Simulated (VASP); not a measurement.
A run of VASP 6.6.1 is set up as follows.

File INCAR:

```
PREC     = Accurate       # precision mode
ENCUT    = 520            # plane-wave cutoff, eV
EDIFF    = 1E-6           # SCF threshold, eV
ISMEAR   = -1             # smearing method
SIGMA    = 0.05           # smearing width, eV
LREAL    = F              # projectors in reciprocal space
LASPH    = T              # aspherical terms in the spheres
NELM     = 60             # most SCF steps
ALGO     = Fast           # electronic algorithm
ISIF     = 2              # what is computed and relaxed
LWAVE    = F              # write WAVECAR
LCHARG   = F              # write CHGCAR
GGA      = PS             # functional
NBANDS   = 13             # bands
```

The input KPOINTS:

```
regular mesh
0
Gamma
  7 7 7
```

Contents of POSCAR:

```
Pb
1.0
    0.0000000000      2.4750200000      2.4750200000
    2.4750200000      0.0000000000      2.4750200000
    2.4750200000      2.4750200000      0.0000000000
Pb
1
Direct
    0.0000000000      0.0000000000      0.0000000000
```

Potentials or basis: VASP PAW PBE potentials, release 64 (Pb_d).

Run with:

```bash
$ cat potpaw_PBE.64/Pb_d/POTCAR > POTCAR
$ mpirun -np 1 vasp_std > vasp.out
```

(1) Predict the pressure.

(2) What does it give for the band gap on the k mesh?

Answers

(1) 0.0 GPa.

(2) zero (band 7 reaches 14.52 eV, above the bottom of band 8 at 5.64 eV).

Caveat: the PAW data sets were made with another functional, which shifts forces and pressure a little; spin-orbit coupling is left out, which moves the levels of the heavy elements.
